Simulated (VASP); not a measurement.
A run of VASP 6.6.1:

INCAR

```
SYSTEM = Si2W
ALGO = Normal
EDIFF = 1E-6
ENCUT = 520
GGA = PE
ISIF = 2
ISMEAR = 0
LASPH = .TRUE.
LCHARG = .FALSE.
LREAL = .FALSE.
LWAVE = .FALSE.
NBANDS = 18
NELM = 80
PREC = Accurate
SIGMA = 0.1
```

Contents of KPOINTS:

```
k-points
0
G
  16 16 16
  0 0 0
```

The input POSCAR:

```
Si2W
1.0
   -1.6060000000      1.6060000000      3.9400000000
    1.6060000000     -1.6060000000      3.9400000000
    1.6060000000      1.6060000000     -3.9400000000
Si W
2 1
Direct
    0.3330000000      0.3610199253      0.0280199253
    0.6670000000      0.6670000000      0.0000000000
    0.0000000000      0.0000000000      0.0000000000
```

Potentials or basis: VASP PAW PBE potentials, release 64 (Si, W_sv).

Run with:

```console
$ cat potpaw_PBE.64/Si/POTCAR potpaw_PBE.64/W_sv/POTCAR > POTCAR
$ mpirun -np 1 vasp_std > vasp.out
```

Hardware: 1 thread of AMD EPYC 9R45 96-Core Processor (Zen 5), with other jobs on the host.

Question: Estimate the wall time of this run.

Answer: Wall time 11 min on 1 thread of AMD EPYC 9R45 96-Core Processor (Zen 5), with other jobs on the host, peak memory 0.79 GiB. Counts: scf iterations 12, k points 1098.
